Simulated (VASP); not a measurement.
# H4C in VASP: notebook

The runs below take H4C through single point, with r2SCAN+D3(BJ).

Everything below comes from runs of VASP 6.6.1. Logs are shortened: lines on timing, memory, paths and dates and some standing lists are left out, and cuts for length are marked.

### Step 1. The cell of the first run

The cell holds an amorphous packing of atoms, 40 atoms: a = 7.958 Å, b = 7.958 Å, c = 7.958 Å, α = 90.00°, β = 90.00°, γ = 90.00°.

### Step 2. Single point, r2SCAN+D3(BJ)

POSCAR

```
H4C
1.0
    7.9581140000      0.0000000000      0.0000000000
    0.0000000000      7.9581140000      0.0000000000
    0.0000000000      0.0000000000      7.9581140000
C H
8 32
Direct
    0.6942837488      0.8406355982      0.2598100294
    0.9642911435      0.5021188096      0.5195139600
    0.0943877788      0.3561874967      0.0014029900
    0.2891617524      0.9030528249      0.9200082192
    0.3494996978      0.1170373859      0.4516247309
    0.4699983308      0.5852085231      0.6229966459
    0.6042504481      0.3957051804      0.1038194063
    0.8101758795      1.0015848677      0.7751075737
    0.7358312139      0.9258657139      0.3581037348
    0.5894544746      0.7662483849      0.3060217789
    0.7970120770      0.7573974624      0.2249782225
    0.6546118258      0.9125628844      0.1507405853
    1.0336139142      0.5850572145      0.4358144919
    1.0518419921      0.4253412576      0.5909138580
    0.8828715788      0.4210360610      0.4454949629
    0.8887198549      0.5769504368      0.6053430940
    0.2034681301      0.3565266307     -0.0810632414
    0.0746560482      0.4818817228      0.0517740409
    0.1154367874      0.2686932520      0.1044391810
   -0.0158420553      0.3176067201     -0.0695310150
    0.1831204015      0.9195785343      1.0046148981
    0.3463446363      1.0246906438      0.8948197111
    0.2456267028      0.8480301497      0.8027469744
    0.3813311866      0.8202161467      0.9776027774
    0.2470349458      0.1569102857      0.5328105825
    0.3083632561      0.0127567785      0.3732969918
    0.4552227451      0.0767945378      0.5284158181
    0.3879437428      0.2212032975      0.3719747096
    0.5175197044      0.7138419819      0.6213917451
    0.3447651818      0.5823762019      0.5673493489
    0.4630146634      0.5402970004      0.7520861713
    0.5544024360      0.5047703087      0.5513024386
    0.4785814652      0.4450707417      0.1287781498
    0.6768041929      0.3936558976      0.2202765349
    0.6678998328      0.4762512752      0.0134659000
    0.5945128157      0.2680836891      0.0535672640
    0.8590212107      1.0270299734      0.9001277268
    0.7371542902      0.8860161698      0.7774533424
    0.9144759681      0.9881873450      0.6879136872
    0.7302849005      1.1052365139      0.7354316787
```

INCAR.step1

```
SYSTEM = H4C
ALGO = Normal ; EDIFF = 1E-4
ENCUT = 520 ; GGA = PE
ISMEAR = -1 ; LASPH = .TRUE.
LCHARG = .FALSE. ; LREAL = Auto
LWAVE = .TRUE. ; NBANDS = 58
NELM = 80 ; PREC = Accurate
SIGMA = 0.02
```

INCAR.step2

```
SYSTEM = H4C
ALGO = Normal ; EDIFF = 1E-6
ENCUT = 520 ; ISIF = 2
ISMEAR = -1 ; ISTART = 1
IVDW = 12 ; LASPH = .TRUE.
LCHARG = .FALSE. ; LMIXTAU = .TRUE.
LREAL = Auto ; LWAVE = .FALSE.
METAGGA = R2SCAN ; NBANDS = 58
NELM = 80 ; PREC = Accurate
SIGMA = 0.02 ; VDW_A1 = 0.49484001
VDW_A2 = 5.73083694 ; VDW_S6 = 1.0
VDW_S8 = 0.78981345
```

KPOINTS

```
k-points
0
G
  1 1 1
  0 0 0
```

Potentials or basis: VASP PAW PBE potentials, release 64 (C, H).

Command:

```bash
> cat potpaw_PBE.64/C/POTCAR potpaw_PBE.64/H/POTCAR > POTCAR
> cp INCAR.step1 INCAR
> mpirun -np 1 vasp_gam > vasp.out
> cp INCAR.step2 INCAR
> mpirun -np 1 vasp_gam > vasp.out
```

OUTCAR:

```text
SYSTEM = H4C
   EDIFF = 1E-6
   ENCUT = 520
   ISIF = 2
   ISMEAR = -1
   ISTART = 1
   IVDW = 12
   LASPH = .TRUE.
   LREAL = Auto
   METAGGA = R2SCAN
   NELM = 80
   PREC = Accurate
 IVDW          = 12

 ion  position               nearest neighbor table
   1  0.694  0.841  0.260-  12 1.09   9 1.09  10 1.09  11 1.09
   2  0.964  0.502  0.520-  14 1.09  16 1.09  15 1.09  13 1.09
   3  0.094  0.356  0.001-  20 1.09  17 1.09  19 1.09  18 1.09
   4  0.289  0.903  0.920-  23 1.09  24 1.09  21 1.09  22 1.09
   5  0.349  0.117  0.452-  28 1.09  25 1.09  27 1.09  26 1.09
   6  0.470  0.585  0.623-  31 1.09  32 1.09  30 1.09  29 1.09
   7  0.604  0.396  0.104-  35 1.09  34 1.09  33 1.09  36 1.09
   8  0.810  0.002  0.775-  39 1.09  37 1.09  38 1.09  40 1.09
   9  0.736  0.926  0.358-   1 1.09
  10  0.589  0.766  0.306-   1 1.09
  11  0.797  0.757  0.225-   1 1.09
  12  0.655  0.913  0.151-   1 1.09
  13  0.034  0.585  0.436-   2 1.09
  14  0.052  0.425  0.591-   2 1.09
[... 24 lines left out ...]
  39  0.914  0.988  0.688-   8 1.09
  40  0.730  0.105  0.735-   8 1.09

  LATTYP: Found a simple cubic cell.
 ALAT       =     7.9581140000

  Lattice vectors:

 A1 = (   7.9581140000,   0.0000000000,   0.0000000000)
 A2 = (   0.0000000000,   7.9581140000,   0.0000000000)
 A3 = (   0.0000000000,   0.0000000000,   7.9581140000)

Analysis of symmetry for initial positions (statically):
=====================================================================
 Subroutine PRICEL returns:
 Original cell was already a primitive cell.

 Routine SETGRP: Setting up the symmetry group for a
 simple cubic supercell.

 Subroutine GETGRP returns: Found  1 space group operations
 (whereof  1 operations were pure point group operations)
 out of a pool of 48 trial point group operations.

The static configuration has the point symmetry C_1 .

Analysis of symmetry for dynamics (positions and initial velocities):
=====================================================================
 Subroutine PRICEL returns:
 Original cell was already a primitive cell.

 Routine SETGRP: Setting up the symmetry group for a
 simple cubic supercell.

 Subroutine GETGRP returns: Found  1 space group operations
 (whereof  1 operations were pure point group operations)
 out of a pool of 48 trial point group operations.

The dynamic configuration has the point symmetry C_1 .

 Subroutine INISYM returns: Found  1 space group operations
 (whereof  1 operations are pure point group operations),
 and found     1 'primitive' translations

----------------------------------------------------------------------------------------

                                     Primitive cell

  volume of cell :     503.9999

  direct lattice vectors                    reciprocal lattice vectors
     7.958114000  0.000000000  0.000000000     0.125657913  0.000000000  0.000000000
     0.000000000  7.958114000  0.000000000     0.000000000  0.125657913  0.000000000
     0.000000000  0.000000000  7.958114000     0.000000000  0.000000000  0.125657913

  length of vectors
     7.958114000  7.958114000  7.958114000     0.125657913  0.125657913  0.125657913

  position of ions in fractional coordinates (direct lattice)
     0.694283749  0.840635598  0.259810029
     0.964291143  0.502118810  0.519513960
     0.094387779  0.356187497  0.001402990
     0.289161752  0.903052825  0.920008219
     0.349499698  0.117037386  0.451624731
     0.469998331  0.585208523  0.622996646
[... 32 lines left out ...]
     0.914475968  0.988187345  0.687913687
     0.730284901  0.105236514  0.735431679

  ion indices of the primitive-cell ions
   primitive index   ion index
                 1           1
                 2           2
                 3           3
                 4           4
                 5           5
                 6           6
[... 32 lines left out ...]
                39          39
                40          40

----------------------------------------------------------------------------------------

 KPOINTS: k-points

Automatic generation of k-mesh.
 Grid dimensions read from file:
 generate k-points for:    1    1    1

 Generating k-lattice:

  Cartesian coordinates                     Fractional coordinates (reciprocal lattice)
     0.125657913  0.000000000  0.000000000     1.000000000  0.000000000  0.000000000
     0.000000000  0.125657913  0.000000000     0.000000000  1.000000000  0.000000000
     0.000000000  0.000000000  0.125657913     0.000000000  0.000000000  1.000000000

  Length of vectors
     0.125657913  0.125657913  0.125657913

  Shift w.r.t. Gamma in fractional coordinates (k-lattice)
     0.000000000  0.000000000  0.000000000

 Subroutine IBZKPT returns following result:
 ===========================================

 Found      1 irreducible k-points:

 Following reciprocal coordinates:
            Coordinates               Weight
  0.000000  0.000000  0.000000      1.000000
   k-points           NKPTS =      1   k-points in BZ     NKDIM =      1   number of bands    NBANDS=     58
   number of dos      NEDOS =    301   number of ions     NIONS =     40
   total plane-waves  NPLWV = 216000
   dimension x,y,z NGX =    60 NGY =   60 NGZ =   60
   dimension x,y,z NGXF=   120 NGYF=  120 NGZF=  120
   ions per type =               8  32
   NGX,Y,Z   is equivalent  to a cutoff of  12.53, 12.53, 12.53 a.u.
   NGXF,Y,Z  is equivalent  to a cutoff of  25.07, 25.07, 25.07 a.u.
 SYSTEM =  H4C
   PREC   = accura    normal or accurate (medium, high low for compatibility)
   ISTART =      1    job   : 0-new  1-cont  2-samecut
   ICHARG =      0    charge: 1-file 2-atom 10-const
   ISPIN  =      1    spin polarized calculation?
   LNONCOLLINEAR =      F non collinear calculations
   LSORBIT =      F    spin-orbit coupling
   LASPH  =      T    aspherical Exc in radial PAW
   ENCUT  =  520.0 eV  38.22 Ry    6.18 a.u.  14.80 14.80 14.80*2*pi/ulx,y,z
   NELM   =     80;   NELMIN=  2; NELMDL=  0     # of ELM steps
   EDIFF  = 0.1E-05   stopping-criterion for ELM
   LREAL  =      T    real-space projection
   EDIFFG = 0.1E-04   stopping-criterion for IOM
   NSW    =      0    number of steps for IOM
   IBRION =     -1    ionic relax: 0-MD 1-quasi-New 2-CG
   NFREE  =      0    steps in history (QN), initial steepest desc. (CG)
   ISIF   =      2    stress and relaxation
   ISYM   =      2    0-nonsym 1-usesym 2-fastsym
   POTIM  = 0.5000    time-step for ionic-motion
   TEBEG  =    0.0;   TEEND  =   0.0 temperature during run
   PSTRESS=    0.0 pullay stress
   NELECT =      64.0000    total number of electrons
   NUPDOWN=      -1.0000    fix difference up-down
   EMIN   =  10.00;   EMAX   =-10.00  energy-range for DOS
   EFERMI =   0.00;   METHOD = LEGACY
   ISMEAR =    -1;   SIGMA  =   0.02  broadening in eV -4-tet -1-fermi 0-gaus
   EFERMI_NEDOS =   21; number of points for ismear=-14 and -15
   IALGO  =     38    algorithm
   IMIX   =      4    mixing-type and parameters
     AMIX     =   0.40;   BMIX     =  1.00
     AMIX_MAG =   1.60;   BMIX_MAG =  1.00
  volume/ion in A,a.u.               =      12.60        85.03
  Fermi-wavevector in a.u.,A,eV,Ry     =   0.822858  1.554975  9.212431  0.677095
  Thomas-Fermi vector in A             =   1.934266
   LORBIT       =      0    0 simple, 1 ext, 2 COOP (PROOUT), +10 PAW based schemes
   METAGGA = R2SCAN    functional components
   LHFCALC =     F    Hartree Fock is set to
   AEXX    =    0.0000 exact exchange contribution
   IVDW    =    12    specifies the selected vdW correction
   LEPSILON=     F    determine dielectric tensor
   LRPA    =     F    only Hartree local field effects (RPA)
 non-spin polarized calculation
  energy-cutoff  :      520.00
  volume of cell :      504.00
 maximum number of plane-waves:      6759
 NGX is ok and might be reduce to    60
   NGX = 29   NGY = 29   NGZ = 29

 number of electron      64.0000005 magnetization

 Free energy of the ion-electron system (eV)
  ---------------------------------------------------
  ext. energy  EPLUGINS =         0.00000000
  ---------------------------------------------------
  free energy    TOTEN  =      -200.11349870 eV

  energy without entropy =     -200.11349870  energy(sigma->0) =     -200.11349870

 E-fermi :  -6.8619     XC(G=0):  -5.5772

 val. band max:       -7.4147712142   @ k =   0.0000   0.0000   0.0000
 cond. band min:       0.8440905697   @ k =   0.0000   0.0000   0.0000
 fundamental gap:      8.2588617838
 Fermi energy:        -6.8618848648

 k-point     1 :       0.0000    0.0000    0.0000
  band No.  band energies     occupation
      1     -16.2229      2.00000
      2     -16.0508      2.00000
      3     -16.0149      2.00000
      4     -15.9999      2.00000
      5     -15.9752      2.00000
      6     -15.9434      2.00000
[... 36 lines left out ...]
     43       4.1197      0.00000
     44       4.1896      0.00000
 [bands above 44 left out]

------------------------ aborting loop because EDIFF is reached ----------------------------------------

 Edisp (eV)   -0.52041

 E8    (eV) :    -0.0781

  FORCE on cell =-STRESS in cart. coord.  units (eV):
  Direction    XX          YY          ZZ          XY          YZ          ZX
  --------------------------------------------------------------------------------------
  -------------------------------------------------------------------------------------
  Total      -0.58249    -1.14568    -0.78569     0.04222    -0.00876     0.02964
  in kB      -1.85168    -3.64204    -2.49765     0.13420    -0.02785     0.09424
  external pressure =       -2.66 kB  Pullay stress =        0.00 kB

 VOLUME and BASIS-vectors are now :
 -----------------------------------------------------------------------------
  energy-cutoff  :      520.00
  volume of cell :      504.00
      direct lattice vectors                 reciprocal lattice vectors
     7.958114000  0.000000000  0.000000000     0.125657913  0.000000000  0.000000000
     0.000000000  7.958114000  0.000000000     0.000000000  0.125657913  0.000000000
     0.000000000  0.000000000  7.958114000     0.000000000  0.000000000  0.125657913

 POSITION                                       TOTAL-FORCE (eV/Angst)
 -----------------------------------------------------------------------------------
      5.52519      6.68987      2.06760         0.012498     -0.042701      0.000376
      7.67394      3.99592      4.13435        -0.001992      0.000294     -0.012368
      0.75115      2.83458      0.01117        -0.005251      0.005729      0.003392
      2.30118      7.18660      7.32153        -0.000967      0.006070      0.005093
      2.78136      0.93140      3.59408         0.005189     -0.010208     -0.008391
      3.74030      4.65716      4.95788        -0.025813      0.049316     -0.024564
[... 32 lines left out ...]
      7.27750      7.86411      5.47450         0.053486     -0.005149     -0.053597
      5.81169      0.83748      5.85265        -0.025986      0.045376     -0.016522
 -----------------------------------------------------------------------------------
    total drift:                                0.003644      0.016054      0.030535

  FREE ENERGIE OF THE ION-ELECTRON SYSTEM (eV)
  ---------------------------------------------------
  free  energy   TOTEN  =      -200.6339109030 eV

  energy  without entropy=     -200.6339109030  energy(sigma->0) =     -200.63391090
```

It took 3.7 min on 1 thread of Intel Xeon Platinum 8259CL at 2.50GHz (Skylake/Cascade Lake), shared host; peak memory 0.52 GiB.

Results:

```yaml
Free_energy: -200.6339 eV
Pressure: -0.3 GPa
Largest_force: 0.162 eV/Å
Band_gap_on_the_k_mesh: 8.26 eV
Dispersion_energy_per_atom: -0.013 eV
```

Forces on the atoms (eV/Å):
```
C    0.012 -0.043  0.000
C   -0.002  0.000 -0.012
C   -0.005  0.006  0.003
C   -0.001  0.006  0.005
C    0.005 -0.010 -0.008
C   -0.026  0.049 -0.025
C   -0.058 -0.099  0.067
C   -0.004  0.018  0.010
H    0.031  0.062  0.065
H   -0.044 -0.041  0.018
H    0.028 -0.028 -0.013
H   -0.030  0.046 -0.065
H    0.019  0.017 -0.029
H    0.041 -0.030  0.027
H   -0.029 -0.022 -0.019
H   -0.034  0.030  0.029
H    0.035 -0.002 -0.020
H   -0.005  0.032 -0.003
H    0.011 -0.022  0.022
H   -0.028 -0.005 -0.017
H   -0.047  0.007  0.044
H    0.024  0.042 -0.008
H   -0.015 -0.024 -0.048
H    0.040 -0.042  0.024
H   -0.050  0.016  0.031
H   -0.017 -0.038 -0.024
H    0.041 -0.015  0.027
H    0.014  0.040 -0.036
H   -0.027 -0.075  0.022
H    0.082  0.003  0.021
H   -0.005  0.020  0.011
H   -0.019  0.001 -0.010
H    0.111 -0.042 -0.006
H   -0.073 -0.016 -0.076
H    0.006  0.006 -0.037
H    0.006  0.153  0.051
H    0.015  0.008  0.049
H   -0.030 -0.049 -0.002
H    0.053 -0.005 -0.054
H   -0.026  0.045 -0.017
```

Stress tensor (GPa, compression positive):
```
-0.19  0.01  0.01
 0.01 -0.36  0.00
 0.01  0.00 -0.25
```

Levels at points of the mesh, in eV from the valence-band top:
```tsv
k point	band 29	band 30	band 31	band 32	band 33	band 34	band 35	band 36
(0.00, 0.00, 0.00)	-0.07	-0.05	-0.04	0.00	8.26	10.42	10.49	10.69
```

Caveat: the k points lie up to 0.79 Å⁻¹ apart; the PAW data sets were made with another functional, which shifts forces and pressure a little.

### Step 3. Single point, r2SCAN+D3(BJ)

POSCAR

```
H4C
1.0
    7.9581140000      0.0000000000      0.0000000000
    0.0000000000      7.9581140000      0.0000000000
    0.0000000000      0.0000000000      7.9581140000
C H
8 32
Direct
    0.6956045113      0.8365047296      0.2701393823
    0.9729943552      0.4969770476      0.5185399455
    0.0940675140      0.3672603836     -0.0130432914
    0.2948562938      0.8904245403      0.9252820455
    0.3518295918      0.1136450169      0.4538261201
    0.4709658595      0.5901775220      0.6149949599
    0.5981442337      0.3978580855      0.1050374498
    0.8048515012      1.0045596230      0.7700945224
    0.7442969528      0.9103538854      0.3770365692
    0.5968248256      0.7536584673      0.3051476769
    0.8087594624      0.7718662990      0.1927215418
    0.6639010198      0.9060312531      0.1556650231
    1.0547348279      0.5649831103      0.4301019061
    1.0349688381      0.4307301956      0.6187269999
    0.9028521079      0.4136281536      0.4391115784
    0.8767780909      0.6084104852      0.5284543549
    0.1986651611      0.3744982794     -0.0985032383
    0.0745025769      0.4863212565      0.0578906007
    0.0827331702      0.2749772119      0.0945952772
   -0.0369057292      0.3678886731     -0.0558423767
    0.1985018058      0.9192253340      1.0183819935
    0.3397664321      1.0234585732      0.9255082297
    0.2137189791      0.8594498646      0.8211367668
    0.3926935452      0.8082316991      0.9901466604
    0.2621224074      0.1830710141      0.5353278428
    0.3056754402     -0.0036189479      0.4049954550
    0.4768717814      0.0770911299      0.5055594831
    0.3839351887      0.2180164798      0.3770868324
    0.5329026450      0.7030685914      0.6585228611
    0.3419151824      0.5783782439      0.5746713354
    0.4546931597      0.5068411938      0.7272200423
    0.5435584361      0.5132874447      0.5377907379
    0.4689302013      0.4261562476      0.1455746927
    0.6909049054      0.4150983512      0.1969310819
    0.6246454876      0.4633509899     -0.0082682907
    0.5860559424      0.2487398396      0.0953492247
    0.8419205857      1.0271026527      0.9086323719
    0.7542239279      0.8825080917      0.7593507708
    0.9255961903      1.0029763333      0.6949887875
    0.7029554993      1.0880090433      0.7213518178
```

INCAR.step1

```
  ALGO = Normal
  EDIFF = 1E-4
  ENCUT = 520
  GGA = PE
  ISMEAR = -1
  LASPH = True
  LCHARG = False
  LREAL = Auto
  LWAVE = True
  NBANDS = 58
  NELM = 80
  PREC = Accurate
  SIGMA = 0.02
```

INCAR.step2

```
  ALGO = Normal
  EDIFF = 1E-6
  ENCUT = 520
  ISIF = 2
  ISMEAR = -1
  ISTART = 1
  IVDW = 12
  LASPH = True
  LCHARG = False
  LMIXTAU = True
  LREAL = Auto
  LWAVE = False
  METAGGA = R2SCAN
  NBANDS = 58
  NELM = 80
  PREC = Accurate
  SIGMA = 0.02
  VDW_A1 = 0.49484001
  VDW_A2 = 5.73083694
  VDW_S6 = 1.0
  VDW_S8 = 0.78981345
```

KPOINTS

```
k-points
0
Gamma
  1 1 1
```

Potentials or basis: VASP PAW PBE potentials, release 64 (C, H).

Command:

```bash
> cat potpaw_PBE.64/C/POTCAR potpaw_PBE.64/H/POTCAR > POTCAR
> cp INCAR.step1 INCAR
> mpirun -np 1 vasp_gam > vasp.out
> cp INCAR.step2 INCAR
> mpirun -np 1 vasp_gam > vasp.out
```

Run time: 3.4 min. Hardware: 1 thread of Intel Xeon Platinum 8259CL at 2.50GHz (Skylake/Cascade Lake), shared host; peak memory 0.52 GiB.

Results (log left out):

```
Free energy                : -197.5104 eV
Pressure                   : -1.4 GPa
Largest force              : 4.194 eV/Å
Band gap on the k mesh     : 7.17 eV
Dispersion energy per atom : -0.013 eV
```

Forces on the atoms (eV/Å):
```
C    3.059 -0.238 -2.432
C   -1.596  2.771 -2.047
C   -2.586  0.799  2.923
C    0.246  1.590  2.336
C    0.851  0.452  1.485
C   -1.053 -1.656  2.454
C   -2.191 -3.576  0.047
C    1.274  1.034  0.811
H   -0.208 -0.117 -0.687
H   -0.375 -0.716  0.136
H   -1.633  0.239  2.240
H   -0.819  0.842  0.753
H    0.655 -0.662  0.327
H   -0.164  0.489  0.567
H   -0.162 -0.828 -0.232
H    1.236 -1.771  1.336
H   -0.031 -0.450 -0.106
H    1.066 -0.045 -0.240
H    1.106  0.252 -1.248
H    0.459 -0.578 -1.318
H   -0.253 -0.641  0.733
H    0.383 -0.821 -0.950
H    0.862 -0.594 -0.710
H   -1.243  0.456 -1.393
H    0.511 -1.163  0.496
H   -0.610  0.189 -0.794
H   -0.894  0.437  0.657
H    0.121  0.082 -1.847
H   -0.525  0.382 -0.444
H   -0.248  1.338 -0.588
H    0.537  0.524 -0.072
H    1.277 -0.600 -1.355
H    0.535  0.501  0.243
H    0.819  0.643  1.162
H    0.299  0.032 -0.877
H    0.527  2.399 -0.574
H   -0.719 -0.016 -1.784
H   -0.405 -1.387  0.122
H   -1.193  0.446  0.439
H    1.084 -0.037  0.432
```

Stress tensor (GPa, compression positive):
```
-2.15  1.19  0.25
 1.19 -1.78  0.33
 0.25  0.33 -0.38
```

Levels at points of the mesh, in eV from the valence-band top:
```csv
k point,band 30,band 31,band 32,band 33,band 34,band 35
"(0.00, 0.00, 0.00)",-0.19,-0.10,0.00,7.17,9.21,9.37
```

Caveat: the k points lie up to 0.79 Å⁻¹ apart; the PAW data sets were made with another functional, which shifts forces and pressure a little.
